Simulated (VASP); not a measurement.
Sn: single point with revPBE

The system is Sn.

```
Sn
1.0
     0.00000    2.46098    2.46098
     2.46098    0.00000    2.46098
     2.46098    2.46098    0.00000
Sn
1
Direct
  0.00000 0.00000 0.00000
```

This cell differs from its parent crystal: volume scaled by 1.04.

| Quantity | Value |
| --- | --- |
| Program | VASP 6.6.1 |
| Task | single point |
| Functional | revPBE |
| Potentials or basis | VASP PAW PBE potentials, release 64 (Sn_d) |
| Cutoff | 520 eV |
| k mesh | 13 × 13 × 13 |
| Occupations | fermi-dirac, width 0.1 eV |
| Spin | no spin polarisation |

```yaml
Pressure: -1.6 GPa
Band_gap_on_the_k_mesh: zero (band 7 reaches 14.15 eV, above the bottom of band 8 at 5.40 eV)
```

Levels at points of the mesh, in eV from the Fermi level:
```
           k point  band 4  band 5  band 6  band 7  band 8  band 9  band 10  band 11
(0.00, 0.00, 0.00)  -21.57  -21.57  -10.53    6.96    6.96    6.96    10.41    11.22
```

Run time: 12 s on 1 thread of Intel(R) Xeon(R) 6975P-C (Granite Rapids), with other jobs on the host, peak memory 0.17 GiB.

Caveat: the PAW data sets were made with another functional, which shifts forces and pressure a little; spin-orbit coupling is left out, which moves the levels of the heavy elements.
